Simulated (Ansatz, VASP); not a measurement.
## Ga6AsP5: VASP beside Ansatz

```
Ga As P
1.0
    -3.92085    0.00000    0.00000
     0.00000    5.54364    0.00000
     0.00000    0.00000  -11.76245
Ga As P
6 1 5
Direct
  0.00000 0.00343 0.00593
  0.50000 0.48575 0.83333
  0.00000 0.00343 0.66074
  0.50000 0.50250 0.49873
  0.00000 0.00225 0.33333
  0.50000 0.50250 0.16793
  0.00000 0.75024 0.83333
  0.50000 0.24957 0.66345
  0.00000 0.74996 0.49754
  0.50000 0.25082 0.33333
  0.00000 0.74996 0.16912
  0.50000 0.24957 0.00322
```

Alike in both runs: functional PBE; k mesh 8 × 6 × 4; occupations gaussian, width 0.1 eV; no spin polarisation.

Ansatz relaxed the structure, and its values are those at the end. VASP's run is a single point on that final structure, the one shown.

```csv
,VASP,Ansatz
version,VASP 6.6.1,Ansatz 0.2.0
potentials or method,"VASP PAW PBE potentials, release 64 (Ga_d, As, P), cutoff 520 eV","scalar-relativistic, plane waves, PAW"
valence electrons in the cell,108,118
```

Ansatz gave:

```
gap on the k mesh at the Fermi level (eV) : 1.25
least direct gap on the mesh (eV)         : 1.25
pressure (GPa)                            : 0.0
rms of the force components (eV/Å)        : 0.002
```

Q: What did VASP give for the same quantities?

A: gap on the k mesh at the Fermi level (eV): 1.25; least direct gap on the mesh (eV): 1.25; pressure (GPa): 0.0; rms of the force components (eV/Å): 0.005.

VASP's potentials hold 108 valence electrons a cell and Ansatz's 118, so a difference there can come from the potentials and not from the codes.
